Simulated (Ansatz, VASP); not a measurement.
SrTe in VASP and in Ansatz

```xyz
2
Lattice="0.0000 3.3558 3.3558 3.3558 0.0000 3.3558 3.3558 3.3558 0.0000" Properties=species:S:1:pos:R:3 pbc="T T T"
Sr    0.0000    0.0000    0.0000
Te    3.3558    3.3558    3.3558
```

Alike in both runs: functional PBEsol; k mesh 7 × 7 × 7; occupations fermi-dirac, width 0.03 eV; no spin polarisation.

Ansatz relaxed the structure, and its values are those at the end. VASP's run is a single point on that final structure, the one shown.

|  | VASP | Ansatz |
| --- | --- | --- |
| version | VASP 6.6.1 | Ansatz 0.2.0 |
| potentials or method | VASP PAW PBE potentials, release 64 (Sr_sv, Te) | PAW with Ansatz's default frozen-core files, scalar-relativistic |
| plane-wave cutoff (eV) | 500 | 420 |
| valence electrons in the cell | 16 | 26 |

|  | VASP | Ansatz | Ansatz less VASP |
| --- | --- | --- | --- |
| pressure (GPa) | -1.4 | -1.5 | -0.11 |

VASP's potentials were made for PBE, not for PBEsol. VASP's potentials hold 16 valence electrons a cell and Ansatz's 26, so a difference there can come from the potentials and not from the codes. Ansatz's warnings: stress scf threshold loose.

Spin-orbit coupling is off throughout.
